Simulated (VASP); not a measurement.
Set up this calculation in VASP 6.6.1, as the native input.

* Task: single point
* Functional: LDA
* Potentials or basis: VASP PAW LDA potentials, release 64 (Si)
* Cutoff: 520 eV
* k mesh: 10 × 10 × 10
* Occupations: gaussian, width 0.01 eV
* Spin: no spin polarisation
* Dipole correction: no
* Further INCAR settings: ALGO = Normal; EDIFF = 1e-07; NBANDS = 16

The structure of Si lies in POSCAR:

```
Si
1.0
   -3.2656430292      3.2656430292      1.8917264011
    3.2656430292     -3.2656430292      1.8917264011
    3.2656430292      3.2656430292     -1.8917264011
Si
4
Direct
    0.1790670055      0.1790670055      0.3581340110
    0.8209329945      0.8209329945      0.6418659890
    0.1790670055      0.8209329945      0.0000000000
    0.8209329945      0.1790670055      0.0000000000
```

The input as run:

INCAR

```
SYSTEM = Si
  ALGO = Normal
  EDIFF = 1E-7
  ENCUT = 520
  ISIF = 2
  ISMEAR = 0
  LASPH = .TRUE.
  LCHARG = .FALSE.
  LREAL = .FALSE.
  LWAVE = .FALSE.
  NBANDS = 16
  NELM = 60
  PREC = Accurate
  SIGMA = 0.01
```

KPOINTS

```
k-points
0
G
  10 10 10
  0 0 0
```

Potentials or basis: VASP PAW LDA potentials, release 64 (Si).

Command:

```sh
$ cat potpaw_LDA.64/Si/POTCAR > POTCAR
$ mpirun -np 1 vasp_std > vasp.out
```

It gave:

```yaml
Pressure: 2.9 GPa
Largest_force: 0.004 eV/Å
Band_gap_on_the_k_mesh: 0.10 eV (least direct gap 0.18 eV)
```

Run time: 65 s on 1 thread of Intel(R) Xeon(R) 6975P-C (Granite Rapids) (shared host), peak memory 0.24 GiB.
